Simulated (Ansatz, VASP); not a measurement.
# One calculation of Te, two programs

File INCAR:

```
PREC = Accurate
ENCUT = 520
EDIFF = 1E-6
ISMEAR = -1
SIGMA = 0.1
LREAL = F
LASPH = T
NELM = 100
ALGO = Normal
ISIF = 2
LWAVE = F
LCHARG = F
NBANDS = 9
```

The input KPOINTS:

```
regular mesh
0
Gamma
  12 12 12
```

POSCAR

```
Te
1.0
    2.7152797463      0.0000000000      0.0000000000
    0.0000000000      2.7152797463      0.0000000000
    0.0000000000      0.0000000000      2.7152797463
Te
1
Direct
    0.0000000000      0.0000000000      0.0000000000
```

Input for Ansatz:

```yaml
crystal:
  lattice:
    - [2.7152797463, 0.0, 0.0]
    - [0.0, 2.7152797463, 0.0]
    - [0.0, 0.0, 2.7152797463]
  atoms:
    - { symbol: Te, position: [0.0, 0.0, 0.0] }
kpoints:
  mp_grid: { grid: [12, 12, 12] }
scf:
  occupations: { method: fermi_dirac, width: 0.1 }
hamiltonian:
  xc: lda
  pseudopotentials: { kind: all_electron, lapw: { basis_error: 0.001 } }
output:
  forces: true
  stress: true
  eigenvalues: true
  populations: true
```

Change from the starting cell: volume scaled by 0.65, LAPW.

Alike in both runs: task single point; functional LDA; k mesh 12 × 12 × 12; occupations fermi-dirac, width 0.1 eV; no spin polarisation.

```csv
,VASP,Ansatz
version,VASP 6.6.1,Ansatz 0.2.0
potentials or method,"VASP PAW LDA potentials, release 64 (Te), cutoff 520 eV","all-electron LAPW, scalar-relativistic"
```

|  | VASP | Ansatz | Ansatz less VASP |
| --- | --- | --- | --- |
| pressure (GPa) | 65.6 | 64.7 | -0.92 |

LDA's correlation is that of Perdew and Zunger in VASP and of Perdew and Wang (1992) in Ansatz. Both programs put the cell under a high pressure, so it lies far from rest at this level. Ansatz ran all-electron here, and VASP with PAW potentials.

Neither program's run includes spin-orbit coupling. Noted on VASP's run: the cell as given lies far from equilibrium.
